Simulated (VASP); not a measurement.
Wanted: the native input for a VASP 6.6.1 run.

* Task: single point
* Functional: LDA
* Potentials or basis: VASP PAW LDA potentials, release 64 (Hf_pv, Ti_sv)
* Cutoff: 520 eV
* k mesh: 18 × 18 × 10
* Occupations: gaussian, width 0.15 eV
* Spin: no spin polarisation
* Dipole correction: no
* Further INCAR settings: ALGO = Fast; EDIFF = 1e-06; NBANDS = 18

The structure of HfTi lies in POSCAR:

```
HfTi
1.0
    3.1324405233      0.0000000000      0.0000000000
   -1.5662202616      2.7127730690      0.0000000000
    0.0000000000      0.0000000000      4.8292593400
Hf Ti
1 1
Direct
    0.6666666667      0.3333333333      0.5000000000
    0.3333333333      0.6666666667      0.0000000000
```

This cell differs from its parent crystal: strain +0.0150 x Voigt [1, 1, 0, 0, 0, 0].

These files were run (other wordings do the same):

INCAR

```
SYSTEM = HfTi
ALGO = Fast
EDIFF = 1E-6
ENCUT = 520
GGA = CA
ISIF = 2
ISMEAR = 0
LASPH = .TRUE.
LCHARG = .FALSE.
LREAL = .FALSE.
LWAVE = .FALSE.
NBANDS = 18
NELM = 100
PREC = Accurate
SIGMA = 0.15
```

KPOINTS

```
k-points
0
G
  18 18 10
  0 0 0
```

Potentials or basis: VASP PAW LDA potentials, release 64 (Hf_pv, Ti_sv).

Run with:

```sh
$ cat potpaw_LDA.64/Hf_pv/POTCAR potpaw_LDA.64/Ti_sv/POTCAR > POTCAR
$ mpirun -np 1 vasp_std > vasp.out
```

It gave:

```yaml
Pressure: -10.0 GPa
Band_gap_on_the_k_mesh: zero (band 11 reaches 6.70 eV, above the bottom of band 12 at 5.60 eV)
```

Caveat: the cell differs from its parent crystal (strain +0.0150 x Voigt [1, 1, 0, 0, 0, 0]); spin-orbit coupling is left out, which moves the levels of the heavy elements.

Wall time 4.6 min on 1 thread of Intel(R) Xeon(R) Platinum 8259CL CPU @ 2.50GHz (Skylake/Cascade Lake), with other jobs on the host, peak memory 0.28 GiB.
